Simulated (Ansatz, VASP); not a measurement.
**Two plane-wave programs on TiO2**

File INCAR:

```
SYSTEM = TiO2
  PREC = Accurate
  ENCUT = 600
  EDIFF = 1E-6
  ISMEAR = -1
  SIGMA = 0.05
  LREAL = .False.
  LASPH = .True.
  NELM = 80
  ALGO = Normal
  ISIF = 3
  LWAVE = .False.
  LCHARG = .False.
  GGA = PE
  IVDW = 12
  IBRION = 2
  NSW = 60
  EDIFFG = -0.01
```

Contents of KPOINTS:

```
Automatic mesh
0
Gamma
  6 5 6
  0 0 0
```

File POSCAR:

```
TiO2
1.0
    4.5453495500      0.0000000000      0.0000000000
    0.0000000000      5.5196194400      0.0000000000
    0.0000000000      0.0000000000      4.9091968600
Ti O
4 8
Direct
    0.0000000000      0.1729909300      0.7500000000
    0.5000000000      0.3270090700      0.2500000000
    0.0000000000      0.8270090700      0.2500000000
    0.5000000000      0.6729909300      0.7500000000
    0.2714506200      0.3817246400      0.9186490800
    0.7714506200      0.1182753600      0.0813509200
    0.2285493800      0.1182753600      0.4186490800
    0.7285493800      0.3817246400      0.5813509200
    0.2714506200      0.6182753600      0.4186490800
    0.7714506200      0.8817246400      0.5813509200
    0.2285493800      0.8817246400      0.9186490800
    0.7285493800      0.6182753600      0.0813509200
```

Contents of input.yaml:

```yaml
crystal:
  lattice:
    - [4.54534955, 0.0, 0.0]
    - [0.0, 5.51961944, 0.0]
    - [0.0, 0.0, 4.90919686]
  atoms:
    - { symbol: Ti, position: [0.0, 0.17299093, 0.75] }
    - { symbol: Ti, position: [0.5, 0.32700907, 0.25] }
    - { symbol: Ti, position: [0.0, 0.82700907, 0.25] }
    - { symbol: Ti, position: [0.5, 0.67299093, 0.75] }
    - { symbol: O, position: [0.27145062, 0.38172464, 0.91864908] }
    - { symbol: O, position: [0.77145062, 0.11827536, 0.08135092] }
    - { symbol: O, position: [0.22854938, 0.11827536, 0.41864908] }
    - { symbol: O, position: [0.72854938, 0.38172464, 0.58135092] }
    - { symbol: O, position: [0.27145062, 0.61827536, 0.41864908] }
    - { symbol: O, position: [0.77145062, 0.88172464, 0.58135092] }
    - { symbol: O, position: [0.22854938, 0.88172464, 0.91864908] }
    - { symbol: O, position: [0.72854938, 0.61827536, 0.08135092] }
hamiltonian:
  xc: pbe
  pseudopotentials: { kind: paw }
  dispersion: d3bj
kpoints:
  mp_grid: { grid: [6, 5, 6] }
scf:
  occupations: { method: fermi_dirac, width: 0.05 }
output:
  forces: true
  stress: true
  eigenvalues: true
  write_density: true
  write_potential: true
  elf: true
  volumetric_format: npy
relax:
  f_tol: 0.01
  max_steps: 40
  cell: { stress_tol: 0.05 }
```

Alike in both runs: task relaxation of cell and atoms; functional PBE; dispersion D3(BJ); k mesh 6 × 5 × 6; occupations fermi-dirac, width 0.05 eV; no spin polarisation.

```csv
,VASP,Ansatz
version,VASP 6.6.1,Ansatz 0.2.0
potentials or method,"VASP PAW PBE potentials, release 64 (Ti_sv, O)",Ansatz PAW
plane-wave cutoff (eV),600,420
valence electrons in the cell,96,96
```

|  | VASP | Ansatz | Ansatz less VASP |
| --- | --- | --- | --- |
| gap on the k mesh at the Fermi level, each at its own relaxed structure (eV) | 2.63 | 2.67 | +0.040 |
| relaxed volume (Å³/atom) | 10.29 | 10.27 | -0.015 |
| relaxed length of the cell vector where the two differ most in proportion (Å) | 4.904 | 4.898 | -0.0057 |

Noted on Ansatz's run: odd divisions of the mesh miss points on the zone boundary, where band edges often lie, so the gap on the mesh can be too wide; the plane-wave basis is chosen anew once the cell has moved, so the energies of steps on either side of that aren't comparable.
